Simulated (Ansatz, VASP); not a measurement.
PbS in VASP and in Ansatz

Contents of INCAR:

```
PREC = Accurate
ENCUT = 520
EDIFF = 1E-6
ISMEAR = 0
SIGMA = 0.05
LREAL = F
LASPH = T
NELM = 80
ALGO = Normal
ISIF = 2
LWAVE = F
LCHARG = F
GGA = PE
NBANDS = 17
```

KPOINTS

```
regular mesh
0
Gamma
  6 6 6
```

Contents of POSCAR:

```
PbS
1.0
    0.0000000000      3.0300000000      3.0300000000
    3.0300000000      0.0000000000      3.0300000000
    3.0300000000      3.0300000000      0.0000000000
Pb S
1 1
Direct
    0.0000000000      0.0000000000      0.0000000000
    0.5000000000      0.5000000000      0.5000000000
```

Input for Ansatz:

```yaml
crystal:
  lattice:
    - [0.0, 3.03, 3.03]
    - [3.03, 0.0, 3.03]
    - [3.03, 3.03, 0.0]
  atoms:
    - { symbol: Pb, position: [0.0, 0.0, 0.0] }
    - { symbol: S, position: [0.5, 0.5, 0.5] }
basis:
  ecutwfc: 420
kpoints:
  mp_grid: { grid: [6, 6, 6] }
hamiltonian:
  xc: pbe
scf:
  occupations: { method: gaussian, width: 0.05 }
output:
  forces: true
  stress: true
  eigenvalues: true
```

Alike in both runs: task single point; functional PBE; k mesh 6 × 6 × 6; occupations gaussian, width 0.05 eV; no spin polarisation.

|  | VASP | Ansatz |
| --- | --- | --- |
| version | VASP 6.6.1 | Ansatz 0.2.0 |
| potentials or method | VASP PAW PBE potentials, release 64 (Pb_d, S), cutoff 520 eV | scalar-relativistic, plane waves, PAW |
| valence electrons in the cell | 20 | 20 |

```tsv
	VASP	Ansatz	Ansatz less VASP
gap on the k mesh at the Fermi level (eV)	0.58	0.57	-0.006
least direct gap on the mesh (eV)	0.58	0.57	-0.006
pressure (GPa)	-1.4	-1.3	+0.07
```

The functional is the same, so the differences come from potentials, cutoffs and numerics.

Neither program's run includes spin-orbit coupling.
